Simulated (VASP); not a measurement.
# HfGa2Te3 (P-4m2) in VASP: a series of runs

The runs below take HfGa2Te3 through single point, with PBE.

Program: VASP 6.6.1. These are calculated values, not measurements. Logs are shortened: lines on timing, memory, paths and dates and some standing lists are left out, and cuts for length are marked.

### Step 1. The cell of the first run

Symmetry: P-4m2, No. 115, tetragonal system. Conventional cell: a = 4.234 Å, b = 4.234 Å, c = 8.322 Å, α = 90.00°, β = 90.00°, γ = 90.00°. Within 3.9 Å of Hf (site symmetry -4m2) lie 8 Te at 2.99 to 3.51 Å and 4 Ga at 3.35 Å. Ga (site symmetry 2mm) has 7 Te at 2.93 to 3.35 Å and 2 Hf at 3.35 Å within 3.9 Å. Te (site symmetry 2mm) has 5 Ga at 2.93 to 3.00 Å and 2 Hf at 3.51 Å and 10 Te at 3.51 to 4.23 Å within 4.3 Å. Te (site symmetry -4m2) has 4 Hf at 2.99 Å and 4 Ga at 3.35 Å and 4 Te at 3.51 Å within 3.9 Å.

The cell was generated, and may not be a known phase.

### Step 2. Single point, PBE

INCAR

```
  ALGO = Normal
  EDIFF = 1E-6
  ENCUT = 520
  GGA = PE
  ISIF = 2
  ISMEAR = 0
  LASPH = T
  LCHARG = F
  LREAL = F
  LWAVE = F
  NBANDS = 36
  NELM = 60
  PREC = Accurate
  SIGMA = 0.1
```

KPOINTS

```
k-points
0
Gamma
  10 10 4
```

POSCAR

```
HfGa2Te3
1.0
    4.2344213077      0.0000000000      0.0000000000
    0.0000000000      4.2344213077      0.0000000000
    0.0000000000      0.0000000000      8.3221212751
Hf Ga Te
1 2 3
Direct
    0.5000000000      0.5000000000      0.0000000000
    0.5000000000      0.0000000000      0.6887316072
    0.0000000000      0.5000000000      0.3112683928
    0.5000000000      0.0000000000      0.3363154465
    0.0000000000      0.5000000000      0.6636845535
    0.0000000000      0.0000000000      0.0000000000
```

Potentials or basis: VASP PAW PBE potentials, release 64 (Hf_pv, Ga_d, Te).

On the command line:

```console
> cat potpaw_PBE.64/Hf_pv/POTCAR potpaw_PBE.64/Ga_d/POTCAR potpaw_PBE.64/Te/POTCAR > POTCAR
> mpirun -np 1 vasp_std > vasp.out
```

OUTCAR:

```text
EDIFF = 1E-6
   ENCUT = 520
   GGA = PE
   ISIF = 2
   ISMEAR = 0
   LASPH = T
   LREAL = F
   NELM = 60
   PREC = Accurate

 ion  position               nearest neighbor table
   1  0.500  0.500  0.000-   6 2.99   6 2.99   6 2.99   6 2.99   3 3.35   3 3.35   2 3.35   2 3.35
                             5 3.51   5 3.51   4 3.51   4 3.51
   2  0.500  0.000  0.689-   4 2.93   5 3.00   5 3.00   5 3.00   5 3.00   1 3.35   1 3.35
   3  0.000  0.500  0.311-   5 2.93   4 3.00   4 3.00   4 3.00   4 3.00   1 3.35   1 3.35
   4  0.500  0.000  0.336-   2 2.93   3 3.00   3 3.00   3 3.00   3 3.00   1 3.51   6 3.51   6 3.51
                             1 3.51
   5  0.000  0.500  0.664-   3 2.93   2 3.00   2 3.00   2 3.00   2 3.00   6 3.51   1 3.51   6 3.51
                             1 3.51
   6  0.000  0.000  0.000-   1 2.99   1 2.99   1 2.99   1 2.99   5 3.51   5 3.51   4 3.51   4 3.51

  LATTYP: Found a simple tetragonal cell.
 ALAT       =     4.2344213077
 C/A-ratio  =     1.9653503207

  Lattice vectors:

 A1 = (   4.2344213077,   0.0000000000,   0.0000000000)
 A2 = (   0.0000000000,   4.2344213077,   0.0000000000)
 A3 = (   0.0000000000,   0.0000000000,   8.3221212751)

Analysis of symmetry for initial positions (statically):
=====================================================================
 Subroutine PRICEL returns:
 Original cell was already a primitive cell.

 Routine SETGRP: Setting up the symmetry group for a
 simple tetragonal supercell.

 Subroutine GETGRP returns: Found  8 space group operations
 (whereof  8 operations were pure point group operations)
 out of a pool of 16 trial point group operations.

The static configuration has the point symmetry D_2d.

Analysis of symmetry for dynamics (positions and initial velocities):
=====================================================================
 Subroutine PRICEL returns:
 Original cell was already a primitive cell.

 Routine SETGRP: Setting up the symmetry group for a
 simple tetragonal supercell.

 Subroutine GETGRP returns: Found  8 space group operations
 (whereof  8 operations were pure point group operations)
 out of a pool of 16 trial point group operations.

The dynamic configuration has the point symmetry D_2d.

 Subroutine INISYM returns: Found  8 space group operations
 (whereof  8 operations are pure point group operations),
 and found     1 'primitive' translations

----------------------------------------------------------------------------------------

                                     Primitive cell

  volume of cell :     149.2183

  direct lattice vectors                    reciprocal lattice vectors
     4.234421308  0.000000000  0.000000000     0.236159779  0.000000000  0.000000000
     0.000000000  4.234421308  0.000000000     0.000000000  0.236159779  0.000000000
     0.000000000  0.000000000  8.322121275     0.000000000  0.000000000  0.120161671

  length of vectors
     4.234421308  4.234421308  8.322121275     0.236159779  0.236159779  0.120161671

  position of ions in fractional coordinates (direct lattice)
     0.500000000  0.500000000  0.000000000
     0.500000000  0.000000000  0.688731607
     0.000000000  0.500000000  0.311268393
     0.500000000  0.000000000  0.336315447
     0.000000000  0.500000000  0.663684553
     0.000000000  0.000000000  0.000000000

  ion indices of the primitive-cell ions
   primitive index   ion index
                 1           1
                 2           2
                 3           3
                 4           4
                 5           5
                 6           6

----------------------------------------------------------------------------------------

 KPOINTS: k-points

Automatic generation of k-mesh.
 Grid dimensions read from file:
 generate k-points for:   10   10    4

 Generating k-lattice:

  Cartesian coordinates                     Fractional coordinates (reciprocal lattice)
     0.023615978  0.000000000  0.000000000     0.100000000  0.000000000  0.000000000
     0.000000000  0.023615978  0.000000000     0.000000000  0.100000000  0.000000000
     0.000000000  0.000000000  0.030040418     0.000000000  0.000000000  0.250000000

  Length of vectors
     0.023615978  0.023615978  0.030040418

  Shift w.r.t. Gamma in fractional coordinates (k-lattice)
     0.000000000  0.000000000  0.000000000

 Subroutine IBZKPT returns following result:
 ===========================================

 Found     63 irreducible k-points:

 Following reciprocal coordinates:
            Coordinates               Weight
  0.000000  0.000000  0.000000      1.000000
  0.100000  0.000000  0.000000      4.000000
  0.200000  0.000000  0.000000      4.000000
  0.300000  0.000000  0.000000      4.000000
  0.400000  0.000000  0.000000      4.000000
  0.500000  0.000000  0.000000      2.000000
[... 16 lines left out ...]
  0.100000  0.000000  0.250000      8.000000
  0.200000  0.000000  0.250000      8.000000
 [... further k-points ...]
   k-points           NKPTS =     63   k-points in BZ     NKDIM =     63   number of bands    NBANDS=     36
   number of dos      NEDOS =    301   number of ions     NIONS =      6
   total plane-waves  NPLWV =  65536
   dimension x,y,z NGX =    32 NGY =   32 NGZ =   64
   dimension x,y,z NGXF=    64 NGYF=   64 NGZF=  128
   ions per type =               1   2   3
   NGX,Y,Z   is equivalent  to a cutoff of  12.56, 12.56, 12.78 a.u.
   NGXF,Y,Z  is equivalent  to a cutoff of  25.13, 25.13, 25.57 a.u.
 SYSTEM =  unknown system
   PREC   = accura    normal or accurate (medium, high low for compatibility)
   ISTART =      0    job   : 0-new  1-cont  2-samecut
   ICHARG =      2    charge: 1-file 2-atom 10-const
   ISPIN  =      1    spin polarized calculation?
   LNONCOLLINEAR =      F non collinear calculations
   LSORBIT =      F    spin-orbit coupling
   LASPH  =      T    aspherical Exc in radial PAW
   ENCUT  =  520.0 eV  38.22 Ry    6.18 a.u.   7.87  7.87 15.47*2*pi/ulx,y,z
   NELM   =     60;   NELMIN=  2; NELMDL= -5     # of ELM steps
   EDIFF  = 0.1E-05   stopping-criterion for ELM
   LREAL  =      F    real-space projection
   EDIFFG = 0.1E-04   stopping-criterion for IOM
   NSW    =      0    number of steps for IOM
   IBRION =     -1    ionic relax: 0-MD 1-quasi-New 2-CG
   NFREE  =      0    steps in history (QN), initial steepest desc. (CG)
   ISIF   =      2    stress and relaxation
   ISYM   =      2    0-nonsym 1-usesym 2-fastsym
   POTIM  = 0.5000    time-step for ionic-motion
   TEBEG  =    0.0;   TEEND  =   0.0 temperature during run
   PSTRESS=    0.0 pullay stress
   NELECT =      54.0000    total number of electrons
   NUPDOWN=      -1.0000    fix difference up-down
   EMIN   =  10.00;   EMAX   =-10.00  energy-range for DOS
   EFERMI =   0.00;   METHOD = LEGACY
   ISMEAR =     0;   SIGMA  =   0.10  broadening in eV -4-tet -1-fermi 0-gaus
   EFERMI_NEDOS =   21; number of points for ismear=-14 and -15
   IALGO  =     38    algorithm
   IMIX   =      4    mixing-type and parameters
     AMIX     =   0.40;   BMIX     =  1.00
     AMIX_MAG =   1.60;   BMIX_MAG =  1.00
  volume/ion in A,a.u.               =      24.87       167.83
  Fermi-wavevector in a.u.,A,eV,Ry     =   1.166627  2.204605 18.517782  1.361019
  Thomas-Fermi vector in A             =   2.303138
   LORBIT       =      0    0 simple, 1 ext, 2 COOP (PROOUT), +10 PAW based schemes
   GGA     = PE    functional components
   LHFCALC =     F    Hartree Fock is set to
   AEXX    =    0.0000 exact exchange contribution
   IVDW    =     0    specifies the selected vdW correction
   LEPSILON=     F    determine dielectric tensor
   LRPA    =     F    only Hartree local field effects (RPA)
 non-spin polarized calculation
 Gauss-broadening in eV      SIGMA  =   0.10
  energy-cutoff  :      520.00
  volume of cell :      149.22
 maximum number of plane-waves:      4048
 NGX is ok and might be reduce to    32
   NGX = 15   NGY = 15   NGZ = 31

 number of electron      53.9999987 magnetization

 Free energy of the ion-electron system (eV)
  ---------------------------------------------------
  ext. energy  EPLUGINS =         0.00000000
  ---------------------------------------------------
  free energy    TOTEN  =       -25.54777905 eV

  energy without entropy =      -25.53414893  energy(sigma->0) =      -25.54096399

 E-fermi :   6.8964     XC(G=0): -10.3298

 val. band max:        6.8897960480   @ k =   0.0000   0.0000   0.5000
 cond. band min:       6.9221097519   @ k =   0.5000   0.0000   0.0000
 fundamental gap:      0.0323137039
 Fermi energy:         6.8963546127

 k-point     1 :       0.0000    0.0000    0.0000
  band No.  band energies     occupation
      1     -25.6495      2.00000
      2     -25.6286      2.00000
      3     -25.6286      2.00000
      4      -7.9170      2.00000
      5      -7.8824      2.00000
      6      -7.8814      2.00000
[... 28 lines left out ...]
     35      10.9627      0.00000
     36      11.7602      0.00000

 k-point     2 :       0.1000    0.0000    0.0000
  band No.  band energies     occupation
      1     -25.6493      2.00000
      2     -25.6306      2.00000
      3     -25.6282      2.00000
      4      -7.9141      2.00000
      5      -7.8827      2.00000
      6      -7.8815      2.00000
[... 28 lines left out ...]
     35      11.1285      0.00000
     36      11.4549      0.00000

 k-point     3 :       0.2000    0.0000    0.0000
  band No.  band energies     occupation
      1     -25.6489      2.00000
      2     -25.6358      2.00000
      3     -25.6270      2.00000
      4      -7.9063      2.00000
      5      -7.8863      2.00000
      6      -7.8843      2.00000
[... 28 lines left out ...]
     35      10.4962      0.00000
     36      10.8611      0.00000
[... 742 lines left out ...]
 k-point    23 :       0.1000    0.0000    0.2500
  band No.  band energies     occupation
      1     -25.6493      2.00000
      2     -25.6306      2.00000
      3     -25.6282      2.00000
      4      -7.9138      2.00000
      5      -7.8827      2.00000
      6      -7.8813      2.00000
[... 28 lines left out ...]
     35      11.4242      0.00000
     36      11.4652      0.00000

 k-point    24 :       0.2000    0.0000    0.2500
  band No.  band energies     occupation
      1     -25.6489      2.00000
      2     -25.6358      2.00000
      3     -25.6270      2.00000
      4      -7.9062      2.00000
      5      -7.8862      2.00000
      6      -7.8843      2.00000
[... 28 lines left out ...]
     35      10.5140      0.00000
     36      10.6609      0.00000

 [... further k-points ...]

------------------------ aborting loop because EDIFF is reached ----------------------------------------

  FORCE on cell =-STRESS in cart. coord.  units (eV):
  Direction    XX          YY          ZZ          XY          YZ          ZX
  --------------------------------------------------------------------------------------
  -------------------------------------------------------------------------------------
  Total       -0.1469193     -0.1469193     -0.0997763      0.0000000      0.0000000      0.0000000
  in kB       -1.5774920     -1.5774920     -1.0713117      0.0000000      0.0000000      0.0000000
  external PRESSURE =      -1.4087653 kB  Pullay stress =       0.0000000 kB

 VOLUME and BASIS-vectors are now :
 -----------------------------------------------------------------------------
  energy-cutoff  :      520.00
  volume of cell :      149.22
      direct lattice vectors                 reciprocal lattice vectors
     4.234421308  0.000000000  0.000000000     0.236159779  0.000000000  0.000000000
     0.000000000  4.234421308  0.000000000     0.000000000  0.236159779  0.000000000
     0.000000000  0.000000000  8.322121275     0.000000000  0.000000000  0.120161671

 POSITION                                       TOTAL-FORCE (eV/Angst)
 -----------------------------------------------------------------------------------
      2.11721      2.11721      0.00000         0.000000     -0.000000     -0.000000
      2.11721      0.00000      5.73171        -0.000000      0.000000      0.012670
      0.00000      2.11721      2.59041         0.000000      0.000000     -0.012670
      2.11721      0.00000      2.79886         0.000000      0.000000     -0.014466
      0.00000      2.11721      5.52326         0.000000      0.000000      0.014466
      0.00000      0.00000      0.00000         0.000000      0.000000     -0.000000
 -----------------------------------------------------------------------------------
    total drift:                                0.000000     -0.000000      0.000000

  FREE ENERGIE OF THE ION-ELECTRON SYSTEM (eV)
  ---------------------------------------------------
  free  energy   TOTEN  =       -25.5477790512 eV

  energy  without entropy=      -25.5341489306  energy(sigma->0) =      -25.54096399
```

Run time: 3.7 min. Hardware: 1 thread of AMD EPYC 9R45 (Zen 5), shared host; peak memory 0.44 GiB.

What came out:

| Quantity | Value |
| --- | --- |
| Free energy | -25.5478 eV |
| Pressure | -0.1 GPa |
| Largest force | 0.014 eV/Å |
| Band gap on the k mesh | zero (bands 27 and 28 overlap by 0.74 eV) |

Forces in eV/Å, atoms in the order of the input:
```
Hf   0.000  0.000  0.000
Ga   0.000  0.000  0.013
Ga   0.000  0.000 -0.013
Te   0.000  0.000 -0.014
Te   0.000  0.000  0.014
Te   0.000  0.000  0.000
```

Levels at points of the mesh, in eV from the Fermi level:
```
           k point  band 24  band 25  band 26  band 27  band 28  band 29  band 30  band 31
(0.00, 0.00, 0.00)    -2.35    -2.00    -1.78    -1.78    -0.01     0.66     1.02     1.02
(0.50, 0.00, 0.00)    -1.66    -1.16     0.03     0.04     0.07     0.63     0.85     1.32
(0.50, 0.50, 0.00)    -4.09    -0.70    -0.55    -0.55    -0.52    -0.09    -0.09     0.74
(0.00, 0.00, 0.50)    -1.14    -1.08    -1.02    -1.02    -0.01     0.03     0.17     0.61
(0.50, 0.00, 0.50)    -1.26    -0.37    -0.24    -0.01     0.22     0.49     0.95     1.80
(0.50, 0.50, 0.50)    -3.46    -2.99    -2.99    -1.64    -0.09     1.38     1.48     1.92
```

Caveat: spin-orbit coupling is left out, which moves the levels of the heavy elements.

### Step 3. Single point, PBE

INCAR

```
ALGO = Normal ; EDIFF = 1E-6
ENCUT = 520 ; GGA = PE
ISIF = 2 ; ISMEAR = 0
LASPH = True ; LCHARG = False
LREAL = False ; LWAVE = False
NBANDS = 36 ; NELM = 100
PREC = Accurate ; SIGMA = 0.1
```

KPOINTS

```
k-points
0
Gamma
  10 10 6
```

POSCAR

```
HfGa2Te3
1.0
    4.2340597346      0.0000000000      0.0000000000
    0.0000000000      4.2340597346      0.0000000000
    0.0000000000      0.0000000000      8.3125663254
Hf Ga Te
1 2 3
Direct
    0.5000000000      0.5000000000      0.0000000000
    0.5000000000      0.0000000000      0.6886715764
    0.0000000000      0.5000000000      0.3113284236
    0.5000000000      0.0000000000      0.3360176518
    0.0000000000      0.5000000000      0.6639823482
    0.0000000000      0.0000000000      0.0000000000
```

Potentials or basis: VASP PAW PBE potentials, release 64 (Hf_pv, Ga_d, Te).

On the command line:

```console
> cat potpaw_PBE.64/Hf_pv/POTCAR potpaw_PBE.64/Ga_d/POTCAR potpaw_PBE.64/Te/POTCAR > POTCAR
> mpirun -np 1 vasp_std > vasp.out
```

It took 3.9 min on 1 thread of AMD EPYC 9R45 (Zen 5), shared host; peak memory 0.52 GiB.

Results (log left out):

```
Free energy            : -25.5576 eV
Pressure               : -0.1 GPa
Largest force          : 0.011 eV/Å
Band gap on the k mesh : zero (bands 27 and 28 overlap by 0.75 eV)
```

Forces on the atoms (eV/Å):
```
Hf   0.000  0.000  0.000
Ga   0.000  0.000  0.010
Ga   0.000  0.000 -0.010
Te   0.000  0.000 -0.011
Te   0.000  0.000  0.011
Te   0.000  0.000  0.000
```

Levels at points of the mesh, in eV from the Fermi level:
| k point | band 24 | band 25 | band 26 | band 27 | band 28 | band 29 | band 30 | band 31 |
| --- | --- | --- | --- | --- | --- | --- | --- | --- |
| (0.00, 0.00, 0.00) | -2.35 | -2.00 | -1.77 | -1.77 | -0.01 | 0.67 | 1.03 | 1.03 |
| (0.50, 0.00, 0.00) | -1.66 | -1.16 | 0.03 | 0.05 | 0.07 | 0.63 | 0.85 | 1.32 |
| (0.50, 0.50, 0.00) | -4.09 | -0.70 | -0.54 | -0.54 | -0.50 | -0.08 | -0.08 | 0.75 |
| (0.00, 0.00, 0.50) | -1.14 | -1.08 | -1.01 | -1.01 | -0.01 | 0.04 | 0.18 | 0.62 |
| (0.50, 0.00, 0.50) | -1.26 | -0.37 | -0.23 | -0.01 | 0.22 | 0.49 | 0.95 | 1.81 |
| (0.50, 0.50, 0.50) | -3.45 | -2.99 | -2.99 | -1.62 | -0.08 | 1.39 | 1.48 | 1.94 |

Caveat: spin-orbit coupling is left out, which moves the levels of the heavy elements.

The gap in the log of VASP goes by the Fermi energy; the results here count the filled bands.